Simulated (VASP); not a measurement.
# Mg (P6_3/mmc) in VASP: a series of runs

The runs below take Mg through single point, relaxation of cell and atoms, with LDA.

Everything below comes from runs of VASP 6.6.1. Logs are shortened: lines on timing, memory, paths and dates and some standing lists are left out, and cuts for length are marked.

**1. The cell of the first run**

It takes space group P6_3/mmc (No. 194, hexagonal). Conventional cell: a = 3.133 Å, b = 3.133 Å, c = 5.085 Å, α = 90.00°, β = 90.00°, γ = 120.00°. Within 4.1 Å of Mg (site symmetry -6m2) lie 12 Mg at 3.12 to 3.13 Å.

**2. Single point, LDA**

File INCAR:

```
SYSTEM = Mg
ALGO     = Normal         ! electronic algorithm
EDIFF    = 1E-6           ! SCF threshold, eV
ENCUT    = 520            ! plane-wave cutoff, eV
ISIF     = 2              ! what is computed and relaxed
ISMEAR   = -1             ! smearing method
LASPH    = .True.         ! aspherical terms in the spheres
LCHARG   = .True.         ! write CHGCAR
LELF     = .True.         ! ELF
LREAL    = .False.        ! projectors in reciprocal space
LVHAR    = .True.       
LWAVE    = .False.        ! write WAVECAR
NBANDS   = 9              ! bands
NELM     = 60             ! most SCF steps
PREC     = Accurate       ! precision mode
SIGMA    = 0.1            ! smearing width, eV
```

File KPOINTS:

```
k-points
0
Gamma
  11 11 6
  0 0 0
```

File POSCAR:

```
Mg
1.0
    3.1325008920      0.0000000000      0.0000000000
   -1.5662504460      2.7128253499      0.0000000000
    0.0000000000      0.0000000000      5.0848940273
Mg
2
Direct
    0.3333333333      0.6666666667      0.2500000000
    0.6666666667      0.3333333333      0.7500000000
```

Potentials or basis: VASP PAW LDA potentials, release 64 (Mg).

Launch:

```console
$ cat potpaw_LDA.64/Mg/POTCAR > POTCAR
$ mpirun -np 1 vasp_std > vasp.out
```

OUTCAR:

```text
SYSTEM = Mg
   EDIFF = 1E-6
   ENCUT = 520
   ISIF = 2
   ISMEAR = -1
   LASPH = .True.
   LREAL = .False.
   NELM = 60
   PREC = Accurate

 ion  position               nearest neighbor table
   1  0.333  0.667  0.250-   2 3.12   2 3.12   2 3.12   2 3.12   2 3.12   2 3.12
   2  0.667  0.333  0.750-   1 3.12   1 3.12   1 3.12   1 3.12   1 3.12   1 3.12

  LATTYP: Found a hexagonal cell.
 ALAT       =     3.1325008920
 C/A-ratio  =     1.6232697779

  Lattice vectors:

 A1 = (   3.1325008920,   0.0000000000,   0.0000000000)
 A2 = (  -1.5662504460,   2.7128253499,   0.0000000000)
 A3 = (   0.0000000000,   0.0000000000,   5.0848940273)

Analysis of symmetry for initial positions (statically):
=====================================================================
 Subroutine PRICEL returns:
 Original cell was already a primitive cell.

 Routine SETGRP: Setting up the symmetry group for a
 hexagonal supercell.

 Subroutine GETGRP returns: Found 24 space group operations
 (whereof 12 operations were pure point group operations)
 out of a pool of 24 trial point group operations.

The static configuration has the point symmetry D_3d.
 The point group associated with its full space group is D_6h.

Analysis of symmetry for dynamics (positions and initial velocities):
=====================================================================
 Subroutine PRICEL returns:
 Original cell was already a primitive cell.

 Routine SETGRP: Setting up the symmetry group for a
 hexagonal supercell.

 Subroutine GETGRP returns: Found 24 space group operations
 (whereof 12 operations were pure point group operations)
 out of a pool of 24 trial point group operations.

The dynamic configuration has the point symmetry D_3d.
 The point group associated with its full space group is D_6h.

 Subroutine INISYM returns: Found 24 space group operations
 (whereof 12 operations are pure point group operations),
 and found     1 'primitive' translations

----------------------------------------------------------------------------------------

                                     Primitive cell

  volume of cell :      43.2111

  direct lattice vectors                    reciprocal lattice vectors
     3.132500892  0.000000000  0.000000000     0.319233748  0.184309690  0.000000000
    -1.566250446  2.712825350  0.000000000     0.000000000  0.368619381  0.000000000
     0.000000000  0.000000000  5.084894027     0.000000000  0.000000000  0.196660932

  length of vectors
     3.132500892  3.132500892  5.084894027     0.368619381  0.368619381  0.196660932

  position of ions in fractional coordinates (direct lattice)
     0.333333333  0.666666667  0.250000000
     0.666666667  0.333333333  0.750000000

  ion indices of the primitive-cell ions
   primitive index   ion index
                 1           1
                 2           2

----------------------------------------------------------------------------------------

 KPOINTS: k-points

Automatic generation of k-mesh.
 Grid dimensions read from file:
 generate k-points for:   11   11    6

 Generating k-lattice:

  Cartesian coordinates                     Fractional coordinates (reciprocal lattice)
     0.029021250  0.016755426  0.000000000     0.090909091  0.000000000  0.000000000
     0.000000000  0.033510853  0.000000000     0.000000000  0.090909091  0.000000000
     0.000000000  0.000000000  0.032776822     0.000000000  0.000000000  0.166666667

  Length of vectors
     0.033510853  0.033510853  0.032776822

  Shift w.r.t. Gamma in fractional coordinates (k-lattice)
     0.000000000  0.000000000  0.000000000

 Subroutine IBZKPT returns following result:
 ===========================================

 Found     64 irreducible k-points:

 Following reciprocal coordinates:
            Coordinates               Weight
  0.000000  0.000000  0.000000      1.000000
  0.090909 -0.000000  0.000000      6.000000
  0.181818  0.000000  0.000000      6.000000
  0.272727  0.000000  0.000000      6.000000
  0.363636  0.000000  0.000000      6.000000
  0.454545  0.000000  0.000000      6.000000
[... 16 lines left out ...]
  0.090909  0.090909  0.166667     12.000000
  0.181818  0.090909  0.166667     24.000000
 [... further k-points ...]
   k-points           NKPTS =     64   k-points in BZ     NKDIM =     64   number of bands    NBANDS=      9
   number of dos      NEDOS =    301   number of ions     NIONS =      2
   total plane-waves  NPLWV =  23040
   dimension x,y,z NGX =    24 NGY =   24 NGZ =   40
   dimension x,y,z NGXF=    48 NGYF=   48 NGZF=   80
   ions per type =               2
   NGX,Y,Z   is equivalent  to a cutoff of  12.74, 12.74, 13.08 a.u.
   NGXF,Y,Z  is equivalent  to a cutoff of  25.47, 25.47, 26.16 a.u.
 SYSTEM =  Mg
   PREC   = accura    normal or accurate (medium, high low for compatibility)
   ISTART =      0    job   : 0-new  1-cont  2-samecut
   ICHARG =      2    charge: 1-file 2-atom 10-const
   ISPIN  =      1    spin polarized calculation?
   LNONCOLLINEAR =      F non collinear calculations
   LSORBIT =      F    spin-orbit coupling
   LASPH  =      T    aspherical Exc in radial PAW
   ENCUT  =  520.0 eV  38.22 Ry    6.18 a.u.   5.82  5.82  9.45*2*pi/ulx,y,z
   NELM   =     60;   NELMIN=  2; NELMDL= -5     # of ELM steps
   EDIFF  = 0.1E-05   stopping-criterion for ELM
   LREAL  =      F    real-space projection
   EDIFFG = 0.1E-04   stopping-criterion for IOM
   NSW    =      0    number of steps for IOM
   IBRION =     -1    ionic relax: 0-MD 1-quasi-New 2-CG
   NFREE  =      0    steps in history (QN), initial steepest desc. (CG)
   ISIF   =      2    stress and relaxation
   ISYM   =      2    0-nonsym 1-usesym 2-fastsym
   POTIM  = 0.5000    time-step for ionic-motion
   TEBEG  =    0.0;   TEEND  =   0.0 temperature during run
   PSTRESS=    0.0 pullay stress
   NELECT =       4.0000    total number of electrons
   NUPDOWN=      -1.0000    fix difference up-down
   EMIN   =  10.00;   EMAX   =-10.00  energy-range for DOS
   EFERMI =   0.00;   METHOD = LEGACY
   ISMEAR =    -1;   SIGMA  =   0.10  broadening in eV -4-tet -1-fermi 0-gaus
   EFERMI_NEDOS =   21; number of points for ismear=-14 and -15
   IALGO  =     38    algorithm
   IMIX   =      4    mixing-type and parameters
     AMIX     =   0.40;   BMIX     =  1.00
     AMIX_MAG =   1.60;   BMIX_MAG =  1.00
  volume/ion in A,a.u.               =      21.61       145.80
  Fermi-wavevector in a.u.,A,eV,Ry     =   0.740565  1.399465  7.461932  0.548437
  Thomas-Fermi vector in A             =   1.834998
   LORBIT       =      0    0 simple, 1 ext, 2 COOP (PROOUT), +10 PAW based schemes
   GGA     = CA    functional components
   LHFCALC =     F    Hartree Fock is set to
   AEXX    =    0.0000 exact exchange contribution
   IVDW    =     0    specifies the selected vdW correction
   LEPSILON=     F    determine dielectric tensor
   LRPA    =     F    only Hartree local field effects (RPA)
 non-spin polarized calculation
  energy-cutoff  :      520.00
  volume of cell :       43.21
 maximum number of plane-waves:      1182
 NGX is ok and might be reduce to    24
   NGX = 11   NGY = 11   NGZ = 19

 number of electron       4.0000000 magnetization

 Free energy of the ion-electron system (eV)
  ---------------------------------------------------
  ext. energy  EPLUGINS =         0.00000000
  ---------------------------------------------------
  free energy    TOTEN  =        -3.64665025 eV

  energy without entropy =       -3.62918304  energy(sigma->0) =       -3.63791665

 E-fermi :   2.7878     XC(G=0):  -8.8772

 val. band max:        2.6481614750   @ k =   0.3636   0.2727   0.5000
 cond. band min:       2.8824930595   @ k =   0.1818   0.1818   0.0000
 fundamental gap:      0.2343315845
 Fermi energy:         2.7878291204

 k-point     1 :       0.0000    0.0000    0.0000
  band No.  band energies     occupation
      1      -4.3924      2.00000
      2       1.0408      2.00000
      3       1.5208      1.99999
      4      14.0388      0.00000
      5      14.0388      0.00000
      6      14.2067      0.00000
      7      14.2067      0.00000
      8      14.9613      0.00000
      9      16.7328      0.00000

 k-point     2 :       0.0909   -0.0000    0.0000
  band No.  band energies     occupation
      1      -4.2233      2.00000
      2       1.1939      2.00000
      3       1.6848      1.99997
      4      11.4911      0.00000
      5      12.7312      0.00000
      6      13.5638      0.00000
      7      15.7277      0.00000
      8      15.8628      0.00000
      9      16.3054      0.00000

 k-point     3 :       0.1818    0.0000    0.0000
  band No.  band energies     occupation
      1      -3.7178      2.00000
      2       1.6538      1.99998
      3       2.1681      1.99594
      4       8.6799      0.00000
      5      11.6177      0.00000
      6      12.1639      0.00000
      7      13.5323      0.00000
      8      14.6741      0.00000
      9      16.2619      0.00000

 k-point     4 :       0.2727    0.0000    0.0000
  band No.  band energies     occupation
      1      -2.8817      2.00000
      2       2.4214      1.95006
      3       2.9255      0.40299
      4       6.1264      0.00000
      5      10.6424      0.00000
      6      10.7840      0.00000
      7      10.9350      0.00000
      8      13.0287      0.00000
      9      15.3188      0.00000

 k-point     5 :       0.3636    0.0000    0.0000
  band No.  band energies     occupation
      1      -1.7243      2.00000
      2       3.2424      0.02100
      3       3.4976      0.00165
      4       4.5720      0.00000
      5       8.6180      0.00000
      6       8.9509      0.00000
      7      10.2297      0.00000
      8      11.9609      0.00000
      9      14.6782      0.00000

 k-point     6 :       0.4545    0.0000    0.0000
  band No.  band energies     occupation
      1      -0.2600      2.00000
      2       1.4817      2.00000
      3       4.8767      0.00000
      4       5.6280      0.00000
      5       6.6144      0.00000
      6       7.2468      0.00000
      7       9.9531      0.00000
      8      11.4708      0.00000
      9      14.3554      0.00000
[... 169 lines left out ...]
 k-point    21 :       0.3636    0.0000    0.1667
  band No.  band energies     occupation
      1      -1.5673      2.00000
      2       2.0667      1.99852
      3       3.7549      0.00013
      4       5.8810      0.00000
      5       7.3094      0.00000
      6      10.2918      0.00000
      7      10.3625      0.00000
      8      12.3170      0.00000
      9      13.5579      0.00000

 k-point    22 :       0.4545    0.0000    0.1667
  band No.  band energies     occupation
      1      -0.1066      2.00000
      2       1.6160      1.99998
      3       3.6232      0.00047
      4       5.2797      0.00000
      5       7.2000      0.00000
      6       8.7121      0.00000
      7      10.0857      0.00000
      8      11.7034      0.00000
      9      13.2700      0.00000

 k-point    23 :       0.0909    0.0909    0.1667
  band No.  band energies     occupation
      1      -3.7250      2.00000
      2       0.0487      2.00000
      3       3.7319      0.00016
      4      10.1260      0.00000
      5      10.4796      0.00000
      6      13.4142      0.00000
      7      13.6967      0.00000
      8      14.2347      0.00000
      9      15.6905      0.00000

 k-point    24 :       0.1818    0.0909    0.1667
  band No.  band energies     occupation
      1      -3.0554      2.00000
      2       0.6869      2.00000
      3       4.3178      0.00000
      4       7.6052      0.00000
      5       9.2242      0.00000
      6      11.1313      0.00000
      7      12.6572      0.00000
      8      14.0449      0.00000
      9      14.5886      0.00000

 [... further k-points ...]
[... 5 lines left out ...]
  --------------------------------------------------------------------------------------
  -------------------------------------------------------------------------------------
  Total       -0.0893737     -0.0893737     -0.0899865      0.0000000      0.0000000     -0.0000000
  in kB       -3.3137926     -3.3137926     -3.3365144      0.0000000      0.0000000     -0.0000000
  external PRESSURE =      -3.3213665 kB  Pullay stress =       0.0000000 kB

 VOLUME and BASIS-vectors are now :
 -----------------------------------------------------------------------------
  energy-cutoff  :      520.00
  volume of cell :       43.21
      direct lattice vectors                 reciprocal lattice vectors
     3.132500892  0.000000000  0.000000000     0.319233748  0.184309690  0.000000000
    -1.566250446  2.712825350  0.000000000     0.000000000  0.368619381  0.000000000
     0.000000000  0.000000000  5.084894027     0.000000000  0.000000000  0.196660932

 POSITION                                       TOTAL-FORCE (eV/Angst)
 -----------------------------------------------------------------------------------
     -0.00000      1.80855      1.27122         0.000000     -0.000000      0.000000
      1.56625      0.90428      3.81367        -0.000000      0.000000      0.000000
 -----------------------------------------------------------------------------------
    total drift:                                0.000000     -0.000000      0.000000

  FREE ENERGIE OF THE ION-ELECTRON SYSTEM (eV)
  ---------------------------------------------------
  free  energy   TOTEN  =        -3.6466502534 eV

  energy  without entropy=       -3.6291830417  energy(sigma->0) =       -3.63791665
```

Wall time 5.7 s (1 thread of Intel Xeon 6975P-C (Granite Rapids), shared host); peak memory 0.14 GiB.

Results:

```
Free energy            : -3.6467 eV
Pressure               : -0.3 GPa
Band gap on the k mesh : zero (band 2 reaches 3.68 eV, above the bottom of band 3 at 1.52 eV)
```

Levels at points of the mesh, in eV from the Fermi level:
```tsv
k point	band 1	band 2	band 3	band 4	band 5	band 6
(0.00, 0.00, 0.00)	-7.18	-1.75	-1.27	11.25	11.25	11.42
(0.00, 0.00, 0.50)	-5.73	-5.73	5.20	5.20	12.00	12.00
```

[end of part 1 of 2]
